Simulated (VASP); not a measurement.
A run of VASP 6.6.1:

INCAR

```
SYSTEM = Co
PREC = Accurate
ENCUT = 520
EDIFF = 1E-7
ISMEAR = -1
SIGMA = 0.05
LREAL = .False.
LASPH = .True.
NELM = 150
ALGO = Normal
ISIF = 2
LWAVE = .False.
LCHARG = .False.
ISPIN = 2
MAGMOM = 1.714 1.714
LORBIT = 11
LMAXMIX = 4
GGA = RE
NBANDS = 20
```

Contents of KPOINTS:

```
Automatic mesh
0
Gamma
  23 23 13
  0 0 0
```

POSCAR

```
Co
1.0
    2.5775320883      0.0000000000      0.0000000000
   -1.2887660441      2.2322082676      0.0000000000
    0.0000000000      0.0000000000      4.1615553678
Co
2
Direct
    0.3333333333      0.6666666667      0.2500000000
    0.6666666667      0.3333333333      0.7500000000
```

Potentials or basis: VASP PAW PBE potentials, release 64 (Co).

The run is started by

```bash
$ cat potpaw_PBE.64/Co/POTCAR > POTCAR
$ mpirun -np 1 vasp_std > vasp.out
```

Hardware: 1 thread of Intel(R) Xeon(R) 6975P-C (Granite Rapids), with other jobs on the host.

How long does it take, and how much memory?

Wall time 2.9 min on 1 thread of Intel(R) Xeon(R) 6975P-C (Granite Rapids) (shared host), peak memory 0.35 GiB. Counts: scf iterations 14, k points 392.
